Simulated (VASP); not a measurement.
Here is a VASP 6.6.1 calculation.

Contents of INCAR:

```
  PREC = Accurate
  ENCUT = 520
  EDIFF = 1E-7
  ISMEAR = 0
  SIGMA = 0.15
  LREAL = F
  LASPH = T
  NELM = 150
  ALGO = Normal
  ISIF = 2
  LWAVE = F
  LCHARG = T
  ISPIN = 2
  MAGMOM = 1.91 1.91
  LORBIT = 11
  LMAXMIX = 4
  GGA = PS
  LELF = T
  LVHAR = T
  NBANDS = 20
```

Contents of KPOINTS:

```
Automatic mesh
0
Gamma
  24 24 14
```

Contents of POSCAR:

```
Co
1.0
    2.3406999632      0.0000000000      0.0000000000
   -1.1703499816      2.0271056308      0.0000000000
    0.0000000000      0.0000000000      4.5884421822
Co
2
Direct
    0.6666666667      0.3333333333      0.2598610000
    0.3333333333      0.6666666667      0.7401390000
```

Potentials or basis: VASP PAW PBE potentials, release 64 (Co).

The run is started by

```console
$ cat potpaw_PBE.64/Co/POTCAR > POTCAR
$ mpirun -np 1 vasp_std > vasp.out
```

**Question.** What does it give for the site moments?

**Answer.** Co +1.65 μB.

**Question.** What does it give for the largest force?

**Answer.** 0.143 eV/Å.

**Question.** What does it give for the pressure?

**Answer.** -0.5 GPa.

Stress tensor (GPa, compression positive):
```
 16.37   0.00   0.00
  0.00  16.37   0.00
  0.00   0.00 -34.35
```

Caveat: the PAW data sets were made with another functional, which shifts forces and pressure a little.
